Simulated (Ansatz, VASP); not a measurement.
**Two plane-wave programs on TePb**

File INCAR:

```
PREC     = Accurate       # precision mode
ENCUT    = 520            # plane-wave cutoff, eV
EDIFF    = 1E-6           # SCF threshold, eV
ISMEAR   = -1             # smearing method
SIGMA    = 0.02           # smearing width, eV
LREAL    = False          # projectors in reciprocal space
LASPH    = True           # aspherical terms in the spheres
NELM     = 60             # most SCF steps
ALGO     = Normal         # electronic algorithm
ISIF     = 2              # what is computed and relaxed
LWAVE    = False          # write WAVECAR
LCHARG   = False          # write CHGCAR
GGA      = PE             # functional
NBANDS   = 28             # bands
```

File KPOINTS:

```
regular mesh
0
Gamma
  6 6 4
```

File POSCAR:

```
TePb
1.0
    4.5439515247      0.0000000000      0.0000000000
   -2.2719757624      3.9351774539      0.0000000000
    0.0000000000      0.0000000000      7.9257636462
Pb Te
2 2
Direct
    0.0000000000      0.0000000000      0.0000000000
    0.0000000000      0.0000000000      0.5000000000
    0.3333333333      0.6666666667      0.2500000000
    0.6666666667      0.3333333333      0.7500000000
```

Input for Ansatz:

```yaml
crystal:
  lattice:
    - [4.5439515247, 0.0, 0.0]
    - [-2.2719757624, 3.9351774539, 0.0]
    - [0.0, 0.0, 7.9257636462]
  atoms:
    - { symbol: Pb, position: [0.0, 0.0, 0.0] }
    - { symbol: Pb, position: [0.0, 0.0, 0.5] }
    - { symbol: Te, position: [0.3333333333, 0.6666666667, 0.25] }
    - { symbol: Te, position: [0.6666666667, 0.3333333333, 0.75] }
kpoints:
  mp_grid: { grid: [6, 6, 4] }
  band_path:
    path:
      - [0.0, 0.0, 0.0]
      - [0.5, 0.0, 0.0]
      - [0.3333333333, 0.3333333333, 0.0]
      - [0.0, 0.0, 0.5]
      - [0.5, 0.0, 0.5]
      - [0.3333333333, 0.3333333333, 0.5]
    npoints: 1
hamiltonian:
  xc: pbe
scf:
  occupations: { method: fermi_dirac, width: 0.02 }
  n_extra_bands: 5
output:
  forces: true
  stress: true
  eigenvalues: true
```

Alike in both runs: task single point; functional PBE; k mesh 6 × 6 × 4; occupations fermi-dirac, width 0.02 eV; no spin polarisation.

|  | VASP | Ansatz |
| --- | --- | --- |
| version | VASP 6.6.1 | Ansatz 0.2.0 |
| potentials or method | VASP PAW PBE potentials, release 64 (Pb_d, Te) | plane waves, PAW |
| plane-wave cutoff (eV) | 520 | 420 |
| valence electrons in the cell | 40 | 60 |

|  | VASP | Ansatz | Ansatz less VASP |
| --- | --- | --- | --- |
| pressure (GPa) | 0.6 | 0.6 | +0.04 |

VASP's potentials hold 40 valence electrons a cell and Ansatz's 60, so a difference there can come from the potentials and not from the codes.

Spin-orbit coupling is off throughout.
